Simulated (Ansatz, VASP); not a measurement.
# Two plane-wave programs on BN

```
B N
1.0
     2.49824    0.00000    0.00000
    -1.24912    2.16354    0.00000
     0.00000    0.00000    6.63570
B N
2 2
Direct
  0.33333 0.66667 0.25000
  0.66667 0.33333 0.75000
  0.33333 0.66667 0.75000
  0.66667 0.33333 0.25000
```

Alike in both runs: functional PBE; k mesh 13 × 13 × 4; occupations fermi-dirac, width 0.02 eV; no spin polarisation.

Ansatz relaxed the structure, and its values are those at the end. VASP's run is a single point on that final structure, the one shown.

|  | VASP | Ansatz |
| --- | --- | --- |
| version | VASP 6.6.1 | Ansatz 0.2.0 |
| potentials or method | VASP PAW PBE potentials, release 64 (B, N) | plane-wave PAW, scalar-relativistic |
| plane-wave cutoff (eV) | 520 | 420 |
| valence electrons in the cell | 16 | 16 |

|  | VASP | Ansatz | Ansatz less VASP |
| --- | --- | --- | --- |
| gap on the k mesh at the Fermi level (eV) | 4.30 | 4.31 | +0.006 |
| pressure (GPa) | 5.2 | 5.1 | -0.08 |

Ansatz's warnings: stress scf threshold loose.
